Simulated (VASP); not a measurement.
Write the native input for VASP 6.6.1 that does the following.

```yaml
Task: single point
Functional: LDA
Potentials_or_basis: VASP PAW LDA potentials, release 64 (Y_sv)
Cutoff: 520 eV
k_mesh: 14 × 14 × 14
Occupations: fermi-dirac, width 0.05 eV
Spin: no spin polarisation
Dipole_correction: no
Further_INCAR_settings: ALGO = Normal; EDIFF = 1e-06; NBANDS = 12
```

The structure of Y lies in POSCAR:

```
Y
1.0
   -1.6492616208      1.6492616208      1.6492616208
    1.6492616208     -1.6492616208      1.6492616208
    1.6492616208      1.6492616208     -1.6492616208
Y
1
Direct
    0.0000000000      0.0000000000      0.0000000000
```

This isn't the form of Y at room conditions, which is hcp.

One way to write it, as run:

INCAR

```
SYSTEM = Y
  ALGO = Normal
  EDIFF = 1E-6
  ENCUT = 520
  ISIF = 2
  ISMEAR = -1
  LASPH = .TRUE.
  LCHARG = .TRUE.
  LELF = .TRUE.
  LREAL = .FALSE.
  LVHAR = .TRUE.
  LWAVE = .FALSE.
  NBANDS = 12
  NELM = 60
  PREC = Accurate
  SIGMA = 0.05
```

KPOINTS

```
k-points
0
G
  14 14 14
  0 0 0
```

Potentials or basis: VASP PAW LDA potentials, release 64 (Y_sv).

Run with:

```bash
$ cat potpaw_LDA.64/Y_sv/POTCAR > POTCAR
$ mpirun -np 1 vasp_std > vasp.out
```

It gave:

| Property | Result |
| --- | --- |
| Pressure | 47.4 GPa |
| Band gap on the k mesh | zero (an odd number of electrons rules out a gap without spin polarisation) |

Caveat: the cell stands under pressure.

It took 28 s on 1 thread of Intel Xeon 8259CL, on a shared host, peak memory 0.16 GiB.
